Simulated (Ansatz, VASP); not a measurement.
**Two plane-wave programs on Ta**

```
Ta
1.0
    -1.58305    1.58305    1.58305
     1.58305   -1.58305    1.58305
     1.58305    1.58305   -1.58305
Ta
1
Direct
  0.00000 0.00000 0.00000
```

Alike in both runs: task single point; functional LDA; k mesh 22 × 22 × 22; occupations fermi-dirac, width 0.1 eV; no spin polarisation.

|  | VASP | Ansatz |
| --- | --- | --- |
| version | VASP 6.6.1 | Ansatz 0.2.0 |
| potentials or method | VASP PAW LDA potentials, release 64 (Ta_pv), cutoff 520 eV | plane waves (420 eV) with PAW, scalar-relativistic |
| valence electrons in the cell | 11 | 13 |

|  | VASP | Ansatz | Ansatz less VASP |
| --- | --- | --- | --- |
| pressure (GPa) | 21.9 | 20.7 | -1.21 |

Ansatz warns that its potentials were made for another functional, while VASP's fit it. LDA's correlation is that of Perdew and Zunger in VASP and of Perdew and Wang (1992) in Ansatz. VASP's potentials hold 11 valence electrons a cell and Ansatz's 13, so a difference there can come from the potentials and not from the codes.

Spin-orbit coupling is off throughout.
